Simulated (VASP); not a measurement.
# Fe3Pb (Fm-3m) in VASP: a series of runs

Fe3Pb is run at these levels: PBE; tasks: single point.

All numbers are computed with VASP 6.6.1; they aren't measurements. Logs are shortened: lines on timing, memory, paths and dates and some standing lists are left out, and cuts for length are marked.

### 1 The cell of the first run

It takes space group Fm-3m (No. 225, cubic). The conventional cell has a = 6.002 Å, b = 6.002 Å, c = 6.002 Å, α = 90.00°, β = 90.00°, γ = 90.00°. Fe (site symmetry -43m) has 10 Fe at 2.60 to 3.00 Å and 4 Pb at 2.60 Å within 3.4 Å. Fe (site symmetry m-3m) has 8 Fe at 2.60 Å and 6 Pb at 3.00 Å within 3.4 Å. Within 3.4 Å of Pb (site symmetry m-3m) lie 14 Fe at 2.60 to 3.00 Å.

### 2 Single point, PBE

Contents of INCAR:

```
SYSTEM = Fe3Pb
  ALGO = Normal
  EDIFF = 1E-6
  ENCUT = 520
  GGA = PE
  ISIF = 2
  ISMEAR = 0
  LASPH = .True.
  LCHARG = .False.
  LREAL = .False.
  LWAVE = .False.
  NBANDS = 27
  NELM = 60
  PREC = Accurate
  SIGMA = 0.1
```

Contents of KPOINTS:

```
k-points
0
Gamma
  12 12 12
  0 0 0
```

Contents of POSCAR:

```
Fe3Pb
1.0
    0.0000000000      3.0012205251      3.0012205251
    3.0012205251      0.0000000000      3.0012205251
    3.0012205251      3.0012205251      0.0000000000
Fe Pb
3 1
Direct
    0.2500000000      0.2500000000      0.2500000000
    0.7500000000      0.7500000000      0.7500000000
    0.5000000000      0.5000000000      0.5000000000
    0.0000000000      0.0000000000      0.0000000000
```

Potentials or basis: VASP PAW PBE potentials, release 64 (Fe, Pb_d).

Started as:

```bash
cat potpaw_PBE.64/Fe/POTCAR potpaw_PBE.64/Pb_d/POTCAR > POTCAR
mpirun -np 1 vasp_std > vasp.out
```

OUTCAR:

```text
SYSTEM = Fe3Pb
   EDIFF = 1E-6
   ENCUT = 520
   GGA = PE
   ISIF = 2
   ISMEAR = 0
   LASPH = .True.
   LREAL = .False.
   NELM = 60
   PREC = Accurate

 ion  position               nearest neighbor table
   1  0.250  0.250  0.250-   3 2.60   4 2.60   4 2.60   4 2.60   4 2.60   3 2.60   3 2.60   3 2.60
                             2 3.00   2 3.00   2 3.00   2 3.00   2 3.00   2 3.00
   2  0.750  0.750  0.750-   3 2.60   4 2.60   3 2.60   3 2.60   3 2.60   4 2.60   4 2.60   4 2.60
                             1 3.00   1 3.00   1 3.00   1 3.00   1 3.00   1 3.00
   3  0.500  0.500  0.500-   1 2.60   2 2.60   1 2.60   1 2.60   1 2.60   2 2.60   2 2.60   2 2.60
                             4 3.00   4 3.00   4 3.00   4 3.00   4 3.00   4 3.00
   4  0.000  0.000  0.000-   1 2.60   2 2.60   2 2.60   2 2.60   2 2.60   1 2.60   1 2.60   1 2.60
                             3 3.00   3 3.00   3 3.00   3 3.00   3 3.00   3 3.00

  LATTYP: Found a face centered cubic cell.
 ALAT       =     6.0024410502

  Lattice vectors:

 A1 = (   0.0000000000,   3.0012205251,   3.0012205251)
 A2 = (   3.0012205251,   0.0000000000,   3.0012205251)
 A3 = (   3.0012205251,   3.0012205251,   0.0000000000)

Analysis of symmetry for initial positions (statically):
=====================================================================
 Subroutine PRICEL returns:
 Original cell was already a primitive cell.

 Routine SETGRP: Setting up the symmetry group for a
 face centered cubic supercell.

 Subroutine GETGRP returns: Found 48 space group operations
 (whereof 48 operations were pure point group operations)
 out of a pool of 48 trial point group operations.

The static configuration has the point symmetry O_h .

Analysis of symmetry for dynamics (positions and initial velocities):
=====================================================================
 Subroutine PRICEL returns:
 Original cell was already a primitive cell.

 Routine SETGRP: Setting up the symmetry group for a
 face centered cubic supercell.

 Subroutine GETGRP returns: Found 48 space group operations
 (whereof 48 operations were pure point group operations)
 out of a pool of 48 trial point group operations.

The dynamic configuration has the point symmetry O_h .

 Subroutine INISYM returns: Found 48 space group operations
 (whereof 48 operations are pure point group operations),
 and found     1 'primitive' translations

----------------------------------------------------------------------------------------

                                     Primitive cell

  volume of cell :      54.0659

  direct lattice vectors                    reciprocal lattice vectors
     0.000000000  3.001220525  3.001220525    -0.166598887  0.166598887  0.166598887
     3.001220525  0.000000000  3.001220525     0.166598887 -0.166598887  0.166598887
     3.001220525  3.001220525  0.000000000     0.166598887  0.166598887 -0.166598887

  length of vectors
     4.244366770  4.244366770  4.244366770     0.288557737  0.288557737  0.288557737

  position of ions in fractional coordinates (direct lattice)
     0.250000000  0.250000000  0.250000000
     0.750000000  0.750000000  0.750000000
     0.500000000  0.500000000  0.500000000
     0.000000000  0.000000000  0.000000000

  ion indices of the primitive-cell ions
   primitive index   ion index
                 1           1
                 2           2
                 3           3
                 4           4

----------------------------------------------------------------------------------------

 KPOINTS: k-points

Automatic generation of k-mesh.
 Grid dimensions read from file:
 generate k-points for:   12   12   12

 Generating k-lattice:

  Cartesian coordinates                     Fractional coordinates (reciprocal lattice)
    -0.013883241  0.013883241  0.013883241     0.083333333  0.000000000  0.000000000
     0.013883241 -0.013883241  0.013883241     0.000000000  0.083333333  0.000000000
     0.013883241  0.013883241 -0.013883241     0.000000000  0.000000000  0.083333333

  Length of vectors
     0.024046478  0.024046478  0.024046478

  Shift w.r.t. Gamma in fractional coordinates (k-lattice)
     0.000000000  0.000000000  0.000000000

 Subroutine IBZKPT returns following result:
 ===========================================

 Found     72 irreducible k-points:

 Following reciprocal coordinates:
            Coordinates               Weight
  0.000000  0.000000  0.000000      1.000000
  0.083333  0.000000  0.000000      8.000000
  0.166667  0.000000  0.000000      8.000000
  0.250000  0.000000  0.000000      8.000000
  0.333333  0.000000  0.000000      8.000000
  0.416667  0.000000  0.000000      8.000000
[... 16 lines left out ...]
  0.500000  0.166667  0.000000     24.000000
 -0.416667  0.166667  0.000000     24.000000
 [... further k-points ...]
   k-points           NKPTS =     72   k-points in BZ     NKDIM =     72   number of bands    NBANDS=     27
   number of dos      NEDOS =    301   number of ions     NIONS =      4
   total plane-waves  NPLWV =  32768
   dimension x,y,z NGX =    32 NGY =   32 NGZ =   32
   dimension x,y,z NGXF=    64 NGYF=   64 NGZF=   64
   ions per type =               3   1
   NGX,Y,Z   is equivalent  to a cutoff of  12.53, 12.53, 12.53 a.u.
   NGXF,Y,Z  is equivalent  to a cutoff of  25.07, 25.07, 25.07 a.u.
 SYSTEM =  Fe3Pb
   PREC   = accura    normal or accurate (medium, high low for compatibility)
   ISTART =      0    job   : 0-new  1-cont  2-samecut
   ICHARG =      2    charge: 1-file 2-atom 10-const
   ISPIN  =      1    spin polarized calculation?
   LNONCOLLINEAR =      F non collinear calculations
   LSORBIT =      F    spin-orbit coupling
   LASPH  =      T    aspherical Exc in radial PAW
   ENCUT  =  520.0 eV  38.22 Ry    6.18 a.u.   7.89  7.89  7.89*2*pi/ulx,y,z
   NELM   =     60;   NELMIN=  2; NELMDL= -5     # of ELM steps
   EDIFF  = 0.1E-05   stopping-criterion for ELM
   LREAL  =      F    real-space projection
   EDIFFG = 0.1E-04   stopping-criterion for IOM
   NSW    =      0    number of steps for IOM
   IBRION =     -1    ionic relax: 0-MD 1-quasi-New 2-CG
   NFREE  =      0    steps in history (QN), initial steepest desc. (CG)
   ISIF   =      2    stress and relaxation
   ISYM   =      2    0-nonsym 1-usesym 2-fastsym
   POTIM  = 0.5000    time-step for ionic-motion
   TEBEG  =    0.0;   TEEND  =   0.0 temperature during run
   PSTRESS=    0.0 pullay stress
   NELECT =      38.0000    total number of electrons
   NUPDOWN=      -1.0000    fix difference up-down
   EMIN   =  10.00;   EMAX   =-10.00  energy-range for DOS
   EFERMI =   0.00;   METHOD = LEGACY
   ISMEAR =     0;   SIGMA  =   0.10  broadening in eV -4-tet -1-fermi 0-gaus
   EFERMI_NEDOS =   21; number of points for ismear=-14 and -15
   IALGO  =     38    algorithm
   IMIX   =      4    mixing-type and parameters
     AMIX     =   0.40;   BMIX     =  1.00
     AMIX_MAG =   1.60;   BMIX_MAG =  1.00
  volume/ion in A,a.u.               =      13.52        91.21
  Fermi-wavevector in a.u.,A,eV,Ry     =   1.455553  2.750597 28.825786  2.118636
  Thomas-Fermi vector in A             =   2.572574
   LORBIT       =      0    0 simple, 1 ext, 2 COOP (PROOUT), +10 PAW based schemes
   GGA     = PE    functional components
   LHFCALC =     F    Hartree Fock is set to
   AEXX    =    0.0000 exact exchange contribution
   IVDW    =     0    specifies the selected vdW correction
   LEPSILON=     F    determine dielectric tensor
   LRPA    =     F    only Hartree local field effects (RPA)
 non-spin polarized calculation
 Gauss-broadening in eV      SIGMA  =   0.10
  energy-cutoff  :      520.00
  volume of cell :       54.07
 maximum number of plane-waves:      1475
   NGX = 15   NGY = 15   NGZ = 15

 number of electron      37.9999984 magnetization

 Free energy of the ion-electron system (eV)
  ---------------------------------------------------
  ext. energy  EPLUGINS =         0.00000000
  ---------------------------------------------------
  free energy    TOTEN  =       -24.95999902 eV

  energy without entropy =      -24.87957579  energy(sigma->0) =      -24.91978740

 E-fermi :   8.3269     XC(G=0): -12.8652

 val. band max:        8.3252521234   @ k =   0.5000   0.3333   0.0000
 cond. band min:       8.3271975251   @ k =  -0.2500   0.0833   0.0000
 fundamental gap:      0.0019454016
 Fermi energy:         8.3269224409

 k-point     1 :       0.0000    0.0000    0.0000
  band No.  band energies     occupation
      1      -8.6775      2.00000
      2      -8.6775      2.00000
      3      -8.6775      2.00000
      4      -8.5692      2.00000
      5      -8.5692      2.00000
      6      -3.5552      2.00000
[... 19 lines left out ...]
     26      14.4476      0.00000
     27      14.4476      0.00000

 k-point     2 :       0.0833    0.0000    0.0000
  band No.  band energies     occupation
      1      -8.6781      2.00000
      2      -8.6756      2.00000
      3      -8.6756      2.00000
      4      -8.5677      2.00000
      5      -8.5677      2.00000
      6      -3.4721      2.00000
[... 19 lines left out ...]
     26      14.2902      0.00000
     27      14.4420      0.00000

 k-point     3 :       0.1667    0.0000    0.0000
  band No.  band energies     occupation
      1      -8.6797      2.00000
      2      -8.6707      2.00000
      3      -8.6707      2.00000
      4      -8.5635      2.00000
      5      -8.5635      2.00000
      6      -3.2284      2.00000
[... 19 lines left out ...]
     26      14.2592      0.00000
     27      14.2592      0.00000

 k-point     4 :       0.2500    0.0000    0.0000
  band No.  band energies     occupation
      1      -8.6823      2.00000
      2      -8.6646      2.00000
      3      -8.6646      2.00000
      4      -8.5570      2.00000
      5      -8.5570      2.00000
      6      -2.8440      2.00000
[... 19 lines left out ...]
     26      13.9353      0.00000
     27      13.9353      0.00000
[... 516 lines left out ...]
      4      -8.5640      2.00000
      5      -8.5366      2.00000
      6      -1.9955      2.00000
[... 19 lines left out ...]
     26      14.8985      0.00000
     27      15.5837      0.00000

 k-point    23 :       0.5000    0.1667    0.0000
  band No.  band energies     occupation
      1      -8.6878      2.00000
      2      -8.6566      2.00000
      3      -8.6447      2.00000
      4      -8.5579      2.00000
      5      -8.5357      2.00000
      6      -1.6398      2.00000
[... 19 lines left out ...]
     26      14.8270      0.00000
     27      15.3572      0.00000

 k-point    24 :      -0.4167    0.1667    0.0000
  band No.  band energies     occupation
      1      -8.6824      2.00000
      2      -8.6601      2.00000
      3      -8.6463      2.00000
      4      -8.5527      2.00000
      5      -8.5394      2.00000
      6      -1.5798      2.00000
[... 19 lines left out ...]
     26      14.7588      0.00000
     27      15.1514      0.00000

 [... further k-points ...]

------------------------ aborting loop because EDIFF is reached ----------------------------------------

  FORCE on cell =-STRESS in cart. coord.  units (eV):
  Direction    XX          YY          ZZ          XY          YZ          ZX
  --------------------------------------------------------------------------------------
  -------------------------------------------------------------------------------------
  Total        0.0021868      0.0021868      0.0021868      0.0000000      0.0000000      0.0000000
  in kB        0.0648032      0.0648032      0.0648032      0.0000000      0.0000000      0.0000000
  external PRESSURE =       0.0648032 kB  Pullay stress =       0.0000000 kB

 VOLUME and BASIS-vectors are now :
 -----------------------------------------------------------------------------
  energy-cutoff  :      520.00
  volume of cell :       54.07
      direct lattice vectors                 reciprocal lattice vectors
     0.000000000  3.001220525  3.001220525    -0.166598887  0.166598887  0.166598887
     3.001220525  0.000000000  3.001220525     0.166598887 -0.166598887  0.166598887
     3.001220525  3.001220525  0.000000000     0.166598887  0.166598887 -0.166598887

 POSITION                                       TOTAL-FORCE (eV/Angst)
 -----------------------------------------------------------------------------------
      1.50061      1.50061      1.50061         0.000000      0.000000      0.000000
      4.50183      4.50183      4.50183        -0.000000      0.000000     -0.000000
      3.00122      3.00122      3.00122        -0.000000     -0.000000      0.000000
      0.00000      0.00000      0.00000        -0.000000     -0.000000      0.000000
 -----------------------------------------------------------------------------------
    total drift:                                0.000000     -0.000000      0.000000

  FREE ENERGIE OF THE ION-ELECTRON SYSTEM (eV)
  ---------------------------------------------------
  free  energy   TOTEN  =       -24.9599990162 eV

  energy  without entropy=      -24.8795757858  energy(sigma->0) =      -24.91978740
```

Wall time 62 s (1 thread of Intel Xeon 6975P-C (Granite Rapids), shared host); peak memory 0.24 GiB.

Results:

| Quantity | Value |
| --- | --- |
| Free energy | -24.9600 eV |
| Pressure | 0.0 GPa |
| Band gap on the k mesh | zero (bands 19 and 20 overlap by 0.21 eV) |

Caveat: spin-orbit coupling is left out, which moves the levels of the heavy elements; the run has no spin polarisation, though such a crystal can be magnetic. Spin polarisation is off, so any magnetic state and its effect on volume and gap are missing.

(Continued in part 2 of 2.)
